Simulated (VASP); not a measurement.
Pt: single point with r2SCAN

The system is Pt.

```
CELL_PARAMETERS angstrom
0.00000 1.94394 1.94394
1.94394 0.00000 1.94394
1.94394 1.94394 0.00000
ATOMIC_POSITIONS crystal
Pt 0.00000 0.00000 0.00000
```

This cell differs from its parent crystal: volume scaled by 0.96.

- Program: VASP 6.6.1
- Task: single point
- Functional: r2SCAN
- Potentials or basis: VASP PAW PBE potentials, release 64 (Pt)
- Cutoff: 520 eV
- k mesh: 22 × 22 × 22
- Occupations: fermi-dirac, width 0.1 eV
- Spin: no spin polarisation

```yaml
Pressure: 13.4 GPa
Band_gap_on_the_k_mesh: zero (band 5 reaches 12.09 eV, above the bottom of band 6 at 9.59 eV)
```

Levels at points of the mesh, in eV from the Fermi level:
```csv
k point,band 3,band 4,band 5,band 6,band 7,band 8
"(0.00, 0.00, 0.00)",-4.09,-4.09,-1.83,-1.83,15.40,20.72
"(0.50, 0.00, 0.00)",-4.20,-0.42,0.03,0.03,6.37,15.05
"(0.50, 0.50, 0.00)",-0.06,0.55,0.55,1.89,9.64,12.11
```

It took 99 s on 1 thread of Intel(R) Xeon(R) Platinum 8488C (Sapphire Rapids), on a shared host, peak memory 0.17 GiB.

Caveat: the PAW data sets were made with another functional, which shifts forces and pressure a little; spin-orbit coupling is left out, which moves the levels of the heavy elements.
